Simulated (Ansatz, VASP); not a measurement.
## MgO2 in VASP and in Ansatz

The input POSCAR:

```
MgO2
1.0
    1.4763801347      0.8523884682      3.2144605649
   -1.4763801347      0.8523884682      3.2144605649
    0.0000000000     -1.7047769364      3.2144605649
Mg O
1 2
Direct
    0.0000000000      0.0000000000      0.0000000000
    0.4287860000      0.4287860000      0.4287860000
    0.5712140000      0.5712140000      0.5712140000
```

Contents of INCAR.step1:

```
SYSTEM = MgO2
  PREC = Accurate
  ENCUT = 520
  ISMEAR = 0
  SIGMA = 0.05
  LREAL = .FALSE.
  LASPH = .TRUE.
  NELM = 60
  NBANDS = 14
  GGA = PE
  ALGO = Normal
  EDIFF = 1E-4
  LWAVE = .TRUE.
  LCHARG = .FALSE.
```

File INCAR.step2:

```
SYSTEM = MgO2
  PREC = Accurate
  ENCUT = 520
  EDIFF = 1E-6
  ISMEAR = 0
  SIGMA = 0.05
  LREAL = .FALSE.
  LASPH = .TRUE.
  NELM = 60
  ALGO = Normal
  ISIF = 2
  LWAVE = .FALSE.
  LCHARG = .FALSE.
  METAGGA = R2SCAN
  LMIXTAU = .TRUE.
  NBANDS = 14
  ISTART = 1
```

The input KPOINTS:

```
regular mesh
0
G
  12 12 12
  0 0 0
```

Input for Ansatz:

```yaml
crystal:
  lattice:
    - [1.4763801347, 0.8523884682, 3.2144605649]
    - [-1.4763801347, 0.8523884682, 3.2144605649]
    - [0.0, -1.7047769364, 3.2144605649]
  atoms:
    - { symbol: Mg, position: [0.0, 0.0, 0.0] }
    - { symbol: O, position: [0.428786, 0.428786, 0.428786] }
    - { symbol: O, position: [0.571214, 0.571214, 0.571214] }
basis:
  ecutwfc: 500
kpoints:
  mp_grid: { grid: [12, 12, 12] }
hamiltonian:
  xc: r2scan
scf:
  occupations: { method: gaussian, width: 0.05 }
output:
  forces: true
  stress: true
  eigenvalues: true
```

Change from the starting cell: strain -0.080 along x and y, -0.080 along z, atoms carried along.

Alike in both runs: task single point; functional r2SCAN; k mesh 12 × 12 × 12; occupations gaussian, width 0.05 eV; no spin polarisation.

|  | VASP | Ansatz |
| --- | --- | --- |
| version | VASP 6.6.1 | Ansatz 0.2.0 |
| potentials or method | VASP PAW PBE potentials, release 64 (Mg, O), cutoff 520 eV | scalar-relativistic, plane waves, PAW |
| valence electrons in the cell | 14 | 22 |

|  | VASP | Ansatz | Ansatz less VASP |
| --- | --- | --- | --- |
| gap on the k mesh at the Fermi level (eV) | 4.67 | 4.71 | +0.036 |
| least direct gap on the mesh (eV) | 4.72 | 4.75 | +0.038 |
| pressure (GPa) | 47.8 | 47.4 | -0.42 |
| traceless stress, the component that is largest in VASP (GPa) | 23.24 | 20.69 | -2.553 |
| rms of the force components (eV/Å) | 0.821 | 0.641 | -0.1802 |

VASP's potentials were made for PBE, not for r2SCAN. Atom by atom the forces differ by 0.180 eV/Å (rms over components). Both programs put the cell under a high pressure, so it lies far from rest at this level. The functional is the same, so the differences come from potentials, cutoffs and numerics. VASP's potentials hold 14 valence electrons a cell and Ansatz's 22, so a difference there can come from the potentials and not from the codes.
